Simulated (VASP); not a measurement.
Write the native input for VASP 6.6.1 that does the following.

* Task: single point
* Functional: PBE
* Potentials or basis: VASP PAW PBE potentials, release 64 (K_sv, Cd, P)
* Cutoff: 500 eV
* k mesh: 6 × 6 × 6
* Occupations: gaussian, width 0.1 eV
* Spin: no spin polarisation
* Dipole correction: no
* Further INCAR settings: ALGO = Normal; EDIFF = 1e-06; NBANDS = 30

The structure of KCd2P2 lies in POSCAR:

```
KCd2P2
1.0
   -2.2266092875      2.2266092875      6.1420570631
    2.2266092875     -2.2266092875      6.1420570631
    2.2266092875      2.2266092875     -6.1420570631
K Cd P
1 2 2
Direct
    0.0000000000      0.0000000000      0.0000000000
    0.2500000000      0.7500000000      0.5000000000
    0.7500000000      0.2500000000      0.5000000000
    0.6237462756      0.6237462756      0.0000000000
    0.3762537244      0.3762537244      0.0000000000
```

The cell was generated, and may not be a known phase.

These files were run (other wordings do the same):

INCAR

```
PREC = Accurate ; ENCUT = 500
EDIFF = 1E-6 ; ISMEAR = 0
SIGMA = 0.1 ; LREAL = F
LASPH = T ; NELM = 120
ALGO = Normal ; ISIF = 2
LWAVE = F ; LCHARG = F
GGA = PE ; NBANDS = 30
GGA_COMPAT = F
```

KPOINTS

```
regular mesh
0
Gamma
  6 6 6
```

Potentials or basis: VASP PAW PBE potentials, release 64 (K_sv, Cd, P).

Command:

```console
$ cat potpaw_PBE.64/K_sv/POTCAR potpaw_PBE.64/Cd/POTCAR potpaw_PBE.64/P/POTCAR > POTCAR
$ mpirun -np 1 vasp_std > vasp.out
```

Results of the run:

```yaml
Pressure: 0.1 GPa
Largest_force: 0.058 eV/Å
Band_gap_on_the_k_mesh: zero (an odd number of electrons rules out a gap without spin polarisation)
```

It took 110 s on 1 thread of Intel(R) Xeon(R) Platinum 8488C (Sapphire Rapids), on a shared host, peak memory 0.4 GiB.
